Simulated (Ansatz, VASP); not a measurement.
# Zr3H: VASP beside Ansatz

The input INCAR:

```
SYSTEM = Zr3H
PREC = Accurate
ENCUT = 600
EDIFF = 1E-6
ISMEAR = 0
SIGMA = 0.1
LREAL = .FALSE.
LASPH = .TRUE.
NELM = 60
ALGO = Normal
ISIF = 3
LWAVE = .FALSE.
LCHARG = .FALSE.
GGA = PE
IBRION = 2
NSW = 90
EDIFFG = -0.04
```

File KPOINTS:

```
regular mesh
0
G
  3 3 4
  0 0 0
```

POSCAR

```
Zr3H
1.0
    6.0435159900      0.0000000000      0.0000000000
   -3.0217580000      5.2338383800      0.0000000000
    0.0000000000      0.0000000000      4.6664543400
Zr H
6 2
Direct
    0.1647539700      0.3295079500      0.2500000000
    0.6704920500      0.8352460300      0.2500000000
    0.1647539700      0.8352460300      0.2500000000
    0.8352460300      0.6704920500      0.7500000000
    0.3295079500      0.1647539700      0.7500000000
    0.8352460300      0.1647539700      0.7500000000
    0.3333333300      0.6666666700      0.7500000000
    0.6666666700      0.3333333300      0.2500000000
```

Input for Ansatz:

```yaml
crystal:
  lattice:
    - [6.04351599, 0.0, 0.0]
    - [-3.021758, 5.23383838, 0.0]
    - [0.0, 0.0, 4.66645434]
  atoms:
    - { symbol: Zr, position: [0.16475397, 0.32950795, 0.25] }
    - { symbol: Zr, position: [0.67049205, 0.83524603, 0.25] }
    - { symbol: Zr, position: [0.16475397, 0.83524603, 0.25] }
    - { symbol: Zr, position: [0.83524603, 0.67049205, 0.75] }
    - { symbol: Zr, position: [0.32950795, 0.16475397, 0.75] }
    - { symbol: Zr, position: [0.83524603, 0.16475397, 0.75] }
    - { symbol: H, position: [0.33333333, 0.66666667, 0.75] }
    - { symbol: H, position: [0.66666667, 0.33333333, 0.25] }
basis:
  ecutwfc: 420
kpoints:
  mp_grid: { grid: [3, 3, 4] }
hamiltonian:
  xc: pbe
scf:
  occupations: { method: gaussian, width: 0.1 }
  lower_state_search: "off"
output:
  forces: true
  stress: true
  eigenvalues: true
relax:
  adjacent_minimum: "off"
  f_tol: 0.04
  max_steps: 70
  cell: { stress_tol: 0.4 }
```

Change from the starting cell: species swapped into the SmTm3 type (P6_3/mmc, No. 194).

Alike in both runs: task relaxation of cell and atoms; functional PBE; k mesh 3 × 3 × 4; occupations gaussian, width 0.1 eV; no spin polarisation.

|  | VASP | Ansatz |
| --- | --- | --- |
| version | VASP 6.6.1 | Ansatz 0.2.0 |
| potentials or method | VASP PAW PBE potentials, release 64 (Zr_sv, H), cutoff 600 eV | scalar-relativistic, plane waves, PAW |
| valence electrons in the cell | 74 | 74 |

Ansatz gave:

| Property | Result |
| --- | --- |
| gap on the k mesh at the Fermi level, each at its own relaxed structure (eV) | none |
| relaxed volume (Å³/atom) | 19.50 |
| relaxed length of the cell vector where the two differ most in proportion (Å) | 3.207 |

What did VASP give for the same quantities?

gap on the k mesh at the Fermi level, each at its own relaxed structure (eV): none; relaxed volume (Å³/atom): 19.46; relaxed length of the cell vector where the two differ most in proportion (Å): 3.198.

A gap of «none» marks a metal or a gap that the smearing closes.

The k mesh is coarse, so the values compare programs but aren't converged.
